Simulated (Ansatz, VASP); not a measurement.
CoSi: VASP beside Ansatz

File INCAR:

```
ALGO = Normal
EDIFF = 1E-6
ENCUT = 520
GGA = PE
ISIF = 2
ISMEAR = -1
LASPH = True
LCHARG = False
LREAL = False
LWAVE = False
NBANDS = 36
NELM = 60
PREC = Accurate
SIGMA = 0.02
```

File KPOINTS:

```
k-points
0
Gamma
  6 6 6
```

File POSCAR:

```
CoSi
1.0
    4.4746121866      0.0000000000      0.0000000000
    0.0000000000      4.4746121866      0.0000000000
    0.0000000000      0.0000000000      4.4746121866
Co Si
4 4
Direct
    0.1450332833      0.1450332833      0.1450332833
    0.3549667167      0.8549667167      0.6450332833
    0.6450332833      0.3549667167      0.8549667167
    0.8549667167      0.6450332833      0.3549667167
    0.8431868922      0.8431868922      0.8431868922
    0.6568131078      0.1568131078      0.3431868922
    0.3431868922      0.6568131078      0.1568131078
    0.1568131078      0.3431868922      0.6568131078
```

Input for Ansatz:

```yaml
crystal:
  lattice:
    - [4.4746121866, 0.0, 0.0]
    - [0.0, 4.4746121866, 0.0]
    - [0.0, 0.0, 4.4746121866]
  atoms:
    - { symbol: Co, position: [0.1450332833, 0.1450332833, 0.1450332833] }
    - { symbol: Co, position: [0.3549667167, 0.8549667167, 0.6450332833] }
    - { symbol: Co, position: [0.6450332833, 0.3549667167, 0.8549667167] }
    - { symbol: Co, position: [0.8549667167, 0.6450332833, 0.3549667167] }
    - { symbol: Si, position: [0.8431868922, 0.8431868922, 0.8431868922] }
    - { symbol: Si, position: [0.6568131078, 0.1568131078, 0.3431868922] }
    - { symbol: Si, position: [0.3431868922, 0.6568131078, 0.1568131078] }
    - { symbol: Si, position: [0.1568131078, 0.3431868922, 0.6568131078] }
kpoints:
  mp_grid: { grid: [6, 6, 6] }
hamiltonian:
  xc: pbe
scf:
  occupations: { method: fermi_dirac, width: 0.02 }
  n_extra_bands: 6
output:
  forces: true
  stress: true
  eigenvalues: true
```

Alike in both runs: task single point; functional PBE; k mesh 6 × 6 × 6; occupations fermi-dirac, width 0.02 eV; no spin polarisation.

|  | VASP | Ansatz |
| --- | --- | --- |
| version | VASP 6.6.1 | Ansatz 0.2.0 |
| potentials or method | VASP PAW PBE potentials, release 64 (Co, Si) | plane waves, PAW |
| plane-wave cutoff (eV) | 520 | 420 |
| valence electrons in the cell | 52 | 84 |

Ansatz gave:

| Quantity | Value |
| --- | --- |
| pressure (GPa) | -6.2 |
| rms of the force components (eV/Å) | 0.029 |

Question: What did VASP give for the same quantities?

Answer: Pressure (GPa): -6.3; rms of the force components (eV/Å): 0.028.

Atom by atom the forces differ by 0.001 eV/Å (rms over components). The functional is the same, so the differences come from potentials, cutoffs and numerics. VASP's potentials hold 52 valence electrons a cell and Ansatz's 84, so a difference there can come from the potentials and not from the codes.
